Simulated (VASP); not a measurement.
# Al2Cu (I4/mmm) in VASP: a series of runs

The runs below take Al2Cu through single point, with PBEsol.

All numbers are computed with VASP 6.6.1; they aren't measurements. Logs are shortened: lines on timing, memory, paths and dates and some standing lists are left out, and cuts for length are marked.

## (1) The cell of the first run

Symmetry: I4/mmm, No. 139, tetragonal system. Conventional cell: a = 3.928 Å, b = 3.928 Å, c = 5.640 Å, α = 90.00°, β = 90.00°, γ = 90.00°. Within 3.2 Å of Al (site symmetry -4m2) lie 4 Cu at 2.42 Å and 6 Al at 2.78 to 2.82 Å. Within 3.2 Å of Cu (site symmetry 4/mmm) lie 8 Al at 2.42 Å.

## (2) Single point, PBEsol (strain -0.030 along x and y, -0.015 along z)

File INCAR:

```
SYSTEM = Al2Cu
  PREC = Accurate
  ENCUT = 520
  EDIFF = 1E-7
  ISMEAR = 0
  SIGMA = 0.15
  LREAL = .False.
  LASPH = .True.
  NELM = 60
  ALGO = Fast
  ISIF = 2
  LWAVE = .False.
  LCHARG = .False.
  GGA = PS
  NBANDS = 16
```

File KPOINTS:

```
Automatic mesh
0
Gamma
  16 16 16
  0 0 0
```

File POSCAR:

```
Al2Cu
1.0
   -1.9638926004      1.9638926004      2.8200684608
    1.9638926004     -1.9638926004      2.8200684608
    1.9638926004      1.9638926004     -2.8200684608
Al Cu
2 1
Direct
    0.7500000000      0.2500000000      0.5000000000
    0.2500000000      0.7500000000      0.5000000000
    0.5000000000      0.5000000000      0.0000000000
```

Potentials or basis: VASP PAW PBE potentials, release 64 (Al, Cu).

On the command line:

```
> cat potpaw_PBE.64/Al/POTCAR potpaw_PBE.64/Cu/POTCAR > POTCAR
> mpirun -np 1 vasp_std > vasp.out
```

OUTCAR:

```text
SYSTEM = Al2Cu
   PREC = Accurate
   ENCUT = 520
   EDIFF = 1E-7
   ISMEAR = 0
   LREAL = .False.
   LASPH = .True.
   NELM = 60
   ISIF = 2
   GGA = PS

 ion  position               nearest neighbor table
   1  0.750  0.250  0.500-   3 2.42   3 2.42   3 2.42   3 2.42   2 2.78   2 2.78   2 2.78   2 2.78
                             2 2.82   2 2.82
   2  0.250  0.750  0.500-   3 2.42   3 2.42   3 2.42   3 2.42   1 2.78   1 2.78   1 2.78   1 2.78
                             1 2.82   1 2.82
   3  0.500  0.500  0.000-   2 2.42   1 2.42   1 2.42   2 2.42   1 2.42   2 2.42   2 2.42   1 2.42

  LATTYP: Found a body centered tetragonal cell.
 ALAT       =     3.9277852008
 C/A-ratio  =     1.4359585958

  Lattice vectors:

 A1 = (  -1.9638926004,   1.9638926004,   2.8200684608)
 A2 = (   1.9638926004,  -1.9638926004,   2.8200684608)
 A3 = (   1.9638926004,   1.9638926004,  -2.8200684608)

Analysis of symmetry for initial positions (statically):
=====================================================================
 Subroutine PRICEL returns:
 Original cell was already a primitive cell.

 Routine SETGRP: Setting up the symmetry group for a
 body centered tetragonal supercell.

 Subroutine GETGRP returns: Found 16 space group operations
 (whereof 16 operations were pure point group operations)
 out of a pool of 16 trial point group operations.

The static configuration has the point symmetry D_4h.

Analysis of symmetry for dynamics (positions and initial velocities):
=====================================================================
 Subroutine PRICEL returns:
 Original cell was already a primitive cell.

 Routine SETGRP: Setting up the symmetry group for a
 body centered tetragonal supercell.

 Subroutine GETGRP returns: Found 16 space group operations
 (whereof 16 operations were pure point group operations)
 out of a pool of 16 trial point group operations.

The dynamic configuration has the point symmetry D_4h.

 Subroutine INISYM returns: Found 16 space group operations
 (whereof 16 operations are pure point group operations),
 and found     1 'primitive' translations

----------------------------------------------------------------------------------------

                                     Primitive cell

  volume of cell :      43.5066

[... 89 lines left out ...]
   NELM   =     60;   NELMIN=  2; NELMDL= -5     # of ELM steps
   EDIFF  = 0.1E-06   stopping-criterion for ELM
   LREAL  =      F    real-space projection
   EDIFFG = 0.1E-05   stopping-criterion for IOM
   NSW    =      0    number of steps for IOM
   IBRION =     -1    ionic relax: 0-MD 1-quasi-New 2-CG
   NFREE  =      0    steps in history (QN), initial steepest desc. (CG)
   ISIF   =      2    stress and relaxation
   ISYM   =      2    0-nonsym 1-usesym 2-fastsym
   POTIM  = 0.5000    time-step for ionic-motion
   TEBEG  =    0.0;   TEEND  =   0.0 temperature during run
   PSTRESS=    0.0 pullay stress
   NELECT =      17.0000    total number of electrons
   NUPDOWN=      -1.0000    fix difference up-down
   EMIN   =  10.00;   EMAX   =-10.00  energy-range for DOS
   EFERMI =   0.00;   METHOD = LEGACY
   ISMEAR =     0;   SIGMA  =   0.15  broadening in eV -4-tet -1-fermi 0-gaus
   EFERMI_NEDOS =   21; number of points for ismear=-14 and -15
   IALGO  =     68    algorithm
   IMIX   =      4    mixing-type and parameters
     AMIX     =   0.40;   BMIX     =  1.00
     AMIX_MAG =   1.60;   BMIX_MAG =  1.00
  volume/ion in A,a.u.               =      14.50        97.87
  Fermi-wavevector in a.u.,A,eV,Ry     =   1.196849  2.261717 19.489638  1.432448
  Thomas-Fermi vector in A             =   2.332779
   LORBIT       =      0    0 simple, 1 ext, 2 COOP (PROOUT), +10 PAW based schemes
   GGA     = PS    functional components
   LHFCALC =     F    Hartree Fock is set to
   AEXX    =    0.0000 exact exchange contribution
   IVDW    =     0    specifies the selected vdW correction
   LEPSILON=     F    determine dielectric tensor
   LRPA    =     F    only Hartree local field effects (RPA)
 non-spin polarized calculation
 RMM-DIIS sequential band-by-band and
 Gauss-broadening in eV      SIGMA  =   0.15
  energy-cutoff  :      520.00
  volume of cell :       43.51
 maximum number of plane-waves:      1207
 NGX is ok and might be reduce to    30
   NGX = 15   NGY = 15   NGZ = 15

 number of electron      16.9999998 magnetization

 Free energy of the ion-electron system (eV)
  ---------------------------------------------------
  ext. energy  EPLUGINS =         0.00000000
  ---------------------------------------------------
  free energy    TOTEN  =       -12.91521629 eV

  energy without entropy =      -12.90625385  energy(sigma->0) =      -12.91073507

 E-fermi :   7.8978     XC(G=0): -10.9574

 val. band max:        7.8940971363   @ k =  -0.1875  -0.3750   0.0625
 cond. band min:       7.8978135550   @ k =  -0.0625   0.1250   0.0625
 fundamental gap:      0.0037164187
 Fermi energy:         7.8978038476

 k-point     1 :       0.0000    0.0000    0.0000
  band No.  band energies     occupation
      1      -2.8966      2.00000
      2       2.9494      2.00000
      3       2.9494      2.00000
      4       2.9652      2.00000
      5       3.5478      2.00000
      6       3.5771      2.00000
[... 433 lines left out ...]
      3       2.9607      2.00000
      4       2.9772      2.00000
      5       3.5464      2.00000
      6       3.5716      2.00000
[... 8 lines left out ...]
     15      15.0381      0.00000
     16      15.5643      0.00000

 [... further k-points ...]

------------------------ aborting loop because EDIFF is reached ----------------------------------------

  FORCE on cell =-STRESS in cart. coord.  units (eV):
  Direction    XX          YY          ZZ          XY          YZ          ZX
  --------------------------------------------------------------------------------------
  -------------------------------------------------------------------------------------
  Total        2.8929540      2.8929540      2.3855361      0.0000000     -0.0000000      0.0000000
  in kB      106.5361508    106.5361508     87.8499380      0.0000000     -0.0000000      0.0000000
  external PRESSURE =     100.3074132 kB  Pullay stress =       0.0000000 kB

 VOLUME and BASIS-vectors are now :
 -----------------------------------------------------------------------------
  energy-cutoff  :      520.00
  volume of cell :       43.51
      direct lattice vectors                 reciprocal lattice vectors
    -1.963892600  1.963892600  2.820068461     0.000000000  0.254596407  0.177300660
     1.963892600 -1.963892600  2.820068461     0.254596407  0.000000000  0.177300660
     1.963892600  1.963892600 -2.820068461     0.254596407  0.254596407  0.000000000

 POSITION                                       TOTAL-FORCE (eV/Angst)
 -----------------------------------------------------------------------------------
     -0.00000      1.96389      1.41003        -0.000000      0.000000      0.000000
      1.96389     -0.00000      1.41003         0.000000     -0.000000     -0.000000
      0.00000      0.00000      2.82007         0.000000     -0.000000     -0.000000
 -----------------------------------------------------------------------------------
    total drift:                                0.000000     -0.000000      0.000000

  FREE ENERGIE OF THE ION-ELECTRON SYSTEM (eV)
  ---------------------------------------------------
  free  energy   TOTEN  =       -12.9152162854 eV

  energy  without entropy=      -12.9062538465  energy(sigma->0) =      -12.91073507
```

OSZICAR:

```text
N       E                     dE             d eps       ncg     rms          rms(c)
DAV:   1     0.616250171312E+02    0.61625E+02   -0.69160E+03 11192   0.115E+03
DAV:   2    -0.130605212998E+02   -0.74686E+02   -0.66120E+02 12056   0.205E+02
DAV:   3    -0.156515939551E+02   -0.25911E+01   -0.25405E+01 15248   0.429E+01
DAV:   4    -0.157065765582E+02   -0.54983E-01   -0.54963E-01 13320   0.535E+00
DAV:   5    -0.157090723566E+02   -0.24958E-02   -0.24958E-02 17080   0.125E+00    0.163E+01
RMM:   6    -0.178338740412E+02   -0.21248E+01   -0.42476E+01 14146   0.999E+01    0.134E+01
RMM:   7    -0.129984869881E+02    0.48354E+01   -0.12007E+01 12841   0.549E+01    0.161E+00
RMM:   8    -0.129296482504E+02    0.68839E-01   -0.74093E-01 12082   0.136E+01    0.891E-01
RMM:   9    -0.129145415310E+02    0.15107E-01   -0.85654E-02 13600   0.165E+00    0.132E-01
RMM:  10    -0.129157172798E+02   -0.11757E-02   -0.75489E-03 15011   0.891E-01    0.191E-01
RMM:  11    -0.129159640129E+02   -0.24673E-03   -0.52329E-03 14282   0.101E+00    0.208E-01
RMM:  12    -0.129151663466E+02    0.79767E-03   -0.15062E-03 14157   0.606E-01    0.237E-02
RMM:  13    -0.129152093657E+02   -0.43019E-04   -0.46111E-04 16122   0.151E-01    0.278E-02
RMM:  14    -0.129152260981E+02   -0.16732E-04   -0.69323E-05 16380   0.904E-02    0.768E-02
RMM:  15    -0.129152151565E+02    0.10942E-04   -0.34624E-05 13978   0.870E-02    0.367E-02
RMM:  16    -0.129152160773E+02   -0.92086E-06   -0.11446E-05 16022   0.359E-02    0.352E-02
RMM:  17    -0.129152163735E+02   -0.29614E-06   -0.20331E-06 14439   0.963E-03    0.303E-02
RMM:  18    -0.129152162854E+02    0.88105E-07   -0.34086E-07 12146   0.603E-03
   1 F= -.12915216E+02 E0= -.12910735E+02  d E =-.896244E-02
```

stdout:

```text
POSCAR found type information on POSCAR AlCu
 POSCAR found :  2 types and       3 ions
 scaLAPACK will be used
 -----------------------------------------------------------------------------
|                                                                             |
|                                                                             |
|     You enforced a specific xc type in the INCAR file but a different       |
|     I HOPE YOU KNOW WHAT YOU ARE DOING!                                     |
|                                                                             |
 -----------------------------------------------------------------------------

 LDA part: xc-table for (Slater+PW92), standard interpolation
 POSCAR, INCAR and KPOINTS ok, starting setup
 FFT: planning ... GRIDC
 FFT: planning ... GRID_SOFT
 FFT: planning ... GRID
 WAVECAR not read
 entering main loop
WARNING in EDDRMM: call to ZHEGV failed, returncode =   6  3     16
```

It took 8.1 min on 1 thread of Intel Xeon 8259CL, shared host; peak memory 0.36 GiB.

What came out:

```yaml
Free_energy: -12.9152 eV
Pressure: 10.0 GPa
Band_gap_on_the_k_mesh: zero (an odd number of electrons rules out a gap without spin polarisation)
```

Stress tensor (GPa, compression positive):
```
10.65  0.00  0.00
 0.00 10.65  0.00
 0.00  0.00  8.78
```

Levels at points of the mesh, in eV from the Fermi level:
| k point | band 5 | band 6 | band 7 | band 8 | band 9 | band 10 | band 11 | band 12 | band 13 | band 14 |
| --- | --- | --- | --- | --- | --- | --- | --- | --- | --- | --- |
| (0.00, 0.00, 0.00) | -4.35 | -4.32 | 2.84 | 2.96 | 2.96 | 3.16 | 3.16 | 3.34 | 5.22 | 7.05 |
| (0.50, 0.00, 0.00) | -4.28 | -4.26 | -4.25 | 0.54 | 0.69 | 3.05 | 3.15 | 4.41 | 4.67 | 10.11 |
| (0.50, 0.50, 0.00) | -4.37 | -4.15 | -3.98 | -2.23 | -2.11 | 0.63 | 1.43 | 9.26 | 11.23 | 11.37 |
| (0.50, 0.50, 0.50) | -4.40 | -4.14 | -4.03 | -2.06 | -2.06 | 0.83 | 1.52 | 9.25 | 11.58 | 11.58 |

Caveat: the cell differs from its parent crystal (strain -0.030 along x and y, -0.015 along z); the cell stands under pressure; the PAW data sets were made with another functional, which shifts forces and pressure a little.

## (3) Single point, PBEsol (strain -0.030 along x and y, +0.000 along z)

File INCAR:

```
SYSTEM = Al2Cu
ALGO = Fast ; EDIFF = 1E-6
ENCUT = 520 ; GGA = PS
ISIF = 2 ; ISMEAR = 0
LASPH = .TRUE. ; LCHARG = .TRUE.
LELF = .TRUE. ; LREAL = .FALSE.
LVHAR = .TRUE. ; LWAVE = .FALSE.
NBANDS = 16 ; NELM = 60
PREC = Accurate ; SIGMA = 0.15
```

File KPOINTS:

```
k-points
0
G
  16 16 16
  0 0 0
```

File POSCAR:

```
Al2Cu
1.0
   -1.9638926004      1.9638926004      2.8630136658
    1.9638926004     -1.9638926004      2.8630136658
    1.9638926004      1.9638926004     -2.8630136658
Al Cu
2 1
Direct
    0.7500000000      0.2500000000      0.5000000000
    0.2500000000      0.7500000000      0.5000000000
    0.5000000000      0.5000000000      0.0000000000
```

Potentials or basis: VASP PAW PBE potentials, release 64 (Al, Cu).

On the command line:

```
> cat potpaw_PBE.64/Al/POTCAR potpaw_PBE.64/Cu/POTCAR > POTCAR
> mpirun -np 1 vasp_std > vasp.out
```

Wall time 7.5 min (1 thread of Intel Xeon 8259CL, shared host); peak memory 0.36 GiB.

It converged, with:

```
Free energy            : -12.9437 eV
Pressure               : 7.9 GPa
Band gap on the k mesh : zero (an odd number of electrons rules out a gap without spin polarisation)
```

Stress tensor (GPa, compression positive):
```
9.03 0.00 0.00
0.00 9.03 0.00
0.00 0.00 5.58
```

Levels at points of the mesh, in eV from the Fermi level:
```
           k point  band 5  band 6  band 7  band 8  band 9  band 10  band 11  band 12  band 13  band 14
(0.00, 0.00, 0.00)   -4.31   -4.25    2.76    3.00    3.00     3.06     3.06     3.40     5.05     6.65
(0.50, 0.00, 0.00)   -4.24   -4.21   -4.18    0.46    0.76     2.93     3.16     4.35     4.63     9.94
(0.50, 0.50, 0.00)   -4.30   -4.11   -3.91   -2.29   -2.06     0.51     1.41     9.20    10.79    10.97
(0.50, 0.50, 0.50)   -4.35   -4.08   -4.02   -1.96   -1.96     0.90     1.59     9.21    11.48    11.48
```

Caveat: the cell differs from its parent crystal (strain -0.030 along x and y, +0.000 along z); the cell stands under pressure; the PAW data sets were made with another functional, which shifts forces and pressure a little.

## (4) Single point, PBEsol (strain -0.015 along x and y, -0.030 along z)

File INCAR:

```
PREC = Accurate ; ENCUT = 520
EDIFF = 1E-6 ; ISMEAR = 0
SIGMA = 0.15 ; LREAL = F
LASPH = T ; NELM = 100
ALGO = Fast ; ISIF = 2
LWAVE = F ; LCHARG = F
GGA = PS ; NBANDS = 16
```

File KPOINTS:

```
regular mesh
0
Gamma
  16 16 16
```

File POSCAR:

```
Al2Cu
1.0
   -1.9942620736      1.9942620736      2.7771232558
    1.9942620736     -1.9942620736      2.7771232558
    1.9942620736      1.9942620736     -2.7771232558
Al Cu
2 1
Direct
    0.7500000000      0.2500000000      0.5000000000
    0.2500000000      0.7500000000      0.5000000000
    0.5000000000      0.5000000000      0.0000000000
```

On the command line:

```
> cat potpaw_PBE.64/Al/POTCAR potpaw_PBE.64/Cu/POTCAR > POTCAR
> mpirun -np 1 vasp_std > vasp.out
```

It took 7.9 min on 1 thread of Intel Xeon 8259CL, shared host; peak memory 0.36 GiB.

Results (log left out):

- Free energy: -12.9514 eV
- Pressure: 7.8 GPa
- Band gap on the k mesh: zero (an odd number of electrons rules out a gap without spin polarisation)

Stress tensor (GPa, compression positive):
```
7.17 0.00 0.00
0.00 7.17 0.00
0.00 0.00 9.11
```

Levels at points of the mesh, in eV from the Fermi level:
| k point | band 7 | band 8 | band 9 | band 10 | band 11 | band 12 |
| --- | --- | --- | --- | --- | --- | --- |
| (0.00, 0.00, 0.00) | 2.88 | 2.88 | 2.99 | 3.05 | 3.23 | 3.23 |
| (0.50, 0.00, 0.00) | -4.19 | 0.55 | 0.69 | 3.03 | 3.10 | 4.30 |
| (0.50, 0.50, 0.00) | -3.97 | -2.13 | -2.01 | 0.70 | 1.50 | 9.21 |
| (0.50, 0.50, 0.50) | -3.92 | -2.18 | -2.18 | 0.50 | 1.41 | 9.23 |

Caveat: the cell differs from its parent crystal (strain -0.015 along x and y, -0.030 along z); the cell stands under pressure; the PAW data sets were made with another functional, which shifts forces and pressure a little.

(Continued in part 2 of 2.)
